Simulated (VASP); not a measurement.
HfB, 2 atoms in the cell. Symmetry: Fm-3m, No. 225, cubic system. Conventional cell: a = 4.620 Å, b = 4.620 Å, c = 4.620 Å, α = 90.00°, β = 90.00°, γ = 90.00°. Hf (site symmetry m-3m) has 6 B at 2.31 Å within 3.1 Å. B (site symmetry m-3m) has 6 Hf at 2.31 Å within 3.1 Å. 

| Item | Value |
| --- | --- |
| Program | VASP 6.6.1 |
| Task | single point |
| Functional | PBE |
| Potentials or basis | VASP PAW PBE potentials, release 64 (Hf_pv, B) |
| Cutoff | 520 eV |
| k mesh | 13 × 13 × 13 |
| Occupations | methfessel-paxton, width 0.15 eV |
| Spin | no spin polarisation |
| Dipole correction | no |
| Further INCAR settings | ALGO = Normal; EDIFF = 1e-06; NBANDS = 14 |

Potentials or basis: VASP PAW PBE potentials, release 64 (Hf_pv, B).

The run is started by

```sh
$ cat potpaw_PBE.64/Hf_pv/POTCAR potpaw_PBE.64/B/POTCAR > POTCAR
$ mpirun -np 1 vasp_std > vasp.out
```

Hardware: 1 thread of Intel(R) Xeon(R) 6975P-C (Granite Rapids) (shared host).

**Question.** How long does it take, and how much memory?

**Answer.** It took 7.1 s on 1 thread of Intel(R) Xeon(R) 6975P-C (Granite Rapids), with other jobs on the host, peak memory 0.16 GiB. Counts: scf iterations 12, k points 84.
